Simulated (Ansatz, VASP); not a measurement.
One calculation of MgS, two programs

The input POSCAR:

```
MgS
1.0
   -0.0832354596      2.8195456510      2.8195456510
    2.8195456510     -0.0832354596      2.8195456510
    2.8195456510      2.8195456510     -0.0832354596
Mg S
1 1
Direct
   -0.0026926460     -0.0026926460     -0.0026926460
    0.2526926460      0.2526926460      0.2526926460
```

INCAR.step1

```
SYSTEM = MgS
PREC = Accurate
ENCUT = 520
EDIFF = 1E-5
ISMEAR = 0
SIGMA = 0.01
LREAL = .False.
LASPH = .True.
NELM = 60
ALGO = Normal
ISIF = 2
LWAVE = .True.
NBANDS = 11
GGA = PE
```

INCAR.step2

```
SYSTEM = MgS
PREC = Accurate
ENCUT = 520
EDIFF = 1E-7
ISMEAR = 0
SIGMA = 0.01
LREAL = .False.
LASPH = .True.
NELM = 60
ALGO = Normal
ISIF = 2
LWAVE = .False.
LCHARG = .True.
GGA = PE
LHFCALC = .True.
HFSCREEN = 0.2079
PRECFOCK = Normal
LELF = .True.
LVHAR = .True.
NBANDS = 11
ISTART = 1
```

File KPOINTS:

```
regular mesh
0
Gamma
  6 6 6
  0 0 0
```

Input for Ansatz:

```yaml
crystal:
  lattice:
    - [-0.0832354596, 2.819545651, 2.819545651]
    - [2.819545651, -0.0832354596, 2.819545651]
    - [2.819545651, 2.819545651, -0.0832354596]
  atoms:
    - { symbol: Mg, position: [-0.002692646, -0.002692646, -0.002692646] }
    - { symbol: S, position: [0.252692646, 0.252692646, 0.252692646] }
kpoints:
  mp_grid: { grid: [6, 6, 6] }
  band_path:
    path:
      - [0.0, 0.0, 0.0]
      - [-0.5, -0.5, 0.0]
      - [-0.375, -0.375, 0.25]
      - [-0.375, 0.0, 0.375]
      - [0.0, 0.0, 0.5]
      - [-0.5, -0.25, 0.25]
    npoints: 1
hamiltonian:
  xc: hse06
scf:
  occupations: { method: fixed }
  n_extra_bands: 4
output:
  forces: true
  stress: true
  eigenvalues: true
```

Change from the starting cell: epitaxial_111 strain +2.5%.

Alike in both runs: task single point; functional HSE06; k mesh 6 × 6 × 6; no spin polarisation.

|  | VASP | Ansatz |
| --- | --- | --- |
| version | VASP 6.6.1 | Ansatz 0.2.0 |
| potentials or method | VASP PAW PBE potentials, release 64 (Mg, S) | plane waves, PAW |
| plane-wave cutoff (eV) | 520 | 420 |
| occupations | gaussian, width 0.01 eV | fixed |
| valence electrons in the cell | 8 | 16 |

```csv
,VASP,Ansatz,Ansatz less VASP
gap on the k mesh at the Fermi level (eV),4.16,4.18,+0.018
pressure (GPa),-1.9,-1.8,+0.17
"traceless stress, the component that is largest in VASP (GPa)",0.89,0.88,-0.003
```

VASP's potentials hold 8 valence electrons a cell and Ansatz's 16, so a difference there can come from the potentials and not from the codes. Ansatz's warnings: stress exchange threshold loose, stress scf threshold loose.
